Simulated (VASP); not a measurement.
Wanted: the native input for a VASP 6.6.1 run.

```yaml
Task: single point
Functional: PBE
Potentials_or_basis: VASP PAW PBE potentials, release 64 (Ga_d, O)
Cutoff: 520 eV
k_mesh: 6 × 6 × 6
Occupations: fermi-dirac, width 0.02 eV
Spin: no spin polarisation
Dipole_correction: no
Further_INCAR_settings: ALGO = Normal; EDIFF = 1e-06; NBANDS = 55
```

The structure of Ga2O3 lies in POSCAR:

```
Ga2O3
1.0
    2.4922597440      1.4389068341      4.4806440197
   -2.4922597440      1.4389068341      4.4806440197
    0.0000000000     -2.8778136682      4.4806440197
Ga O
4 6
Direct
    0.8554260894      0.8554260894      0.8554260894
    0.3554260894      0.3554260894      0.3554260894
    0.1445739106      0.1445739106      0.1445739106
    0.6445739106      0.6445739106      0.6445739106
    0.4463666996      0.0536333004      0.7500000000
    0.0536333004      0.7500000000      0.4463666996
    0.5536333004      0.9463666996      0.2500000000
    0.2500000000      0.5536333004      0.9463666996
    0.9463666996      0.2500000000      0.5536333004
    0.7500000000      0.4463666996      0.0536333004
```

The input as run:

INCAR

```
ALGO = Normal
EDIFF = 1E-6
ENCUT = 520
GGA = PE
ISIF = 2
ISMEAR = -1
LASPH = True
LCHARG = True
LELF = True
LREAL = False
LVHAR = True
LWAVE = False
NBANDS = 55
NELM = 100
PREC = Accurate
SIGMA = 0.02
```

KPOINTS

```
k-points
0
Gamma
  6 6 6
```

Potentials or basis: VASP PAW PBE potentials, release 64 (Ga_d, O).

Run with:

```sh
$ cat potpaw_PBE.64/Ga_d/POTCAR potpaw_PBE.64/O/POTCAR > POTCAR
$ mpirun -np 1 vasp_std > vasp.out
```

Results of the run:

The pressure is 10.5 GPa and the largest force is 0.069 eV/Å. The band gap on the k mesh is 2.85 eV (least direct gap 3.10 eV).

Caveat: the cell stands under pressure.

Run time: 4.5 min on 1 thread of Intel Xeon 8259CL, with other jobs on the host, peak memory 0.31 GiB.
